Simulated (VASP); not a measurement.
PtSe2 (Sudovikovite):

```
CELL_PARAMETERS angstrom
3.72400 0.00000 0.00000
-1.86200 3.22508 0.00000
0.00000 0.00000 5.06200
ATOMIC_POSITIONS crystal
Pt 0.00000 0.00000 0.00000
Se 0.66667 0.33333 0.75000
Se 0.33333 0.66667 0.25000
```

Program: VASP 6.6.1. Alike in all runs: task single point; cell as given; cutoff (eV) 520; smearing fermi-dirac 0.05 eV. Hardware: 1 thread of Intel(R) Xeon(R) 6975P-C (Granite Rapids) (shared host).

Task: Order these runs on this cell by their wall time, lowest first.
A. level LDA; potentials or basis VASP PAW LDA potentials, release 64 (Pt, Se); spin non-collinear, zero start, SOC; k mesh 6 × 6 × 4
B. level PBEsol; potentials or basis VASP PAW PBE potentials, release 64 (Pt, Se); spin off; k mesh 8 × 8 × 5
C. level r2SCAN; potentials or basis VASP PAW PBE potentials, release 64 (Pt, Se); spin non-collinear, zero start, SOC; k mesh 6 × 6 × 4

Result: B (16 s), A (70 s), C (210 s).
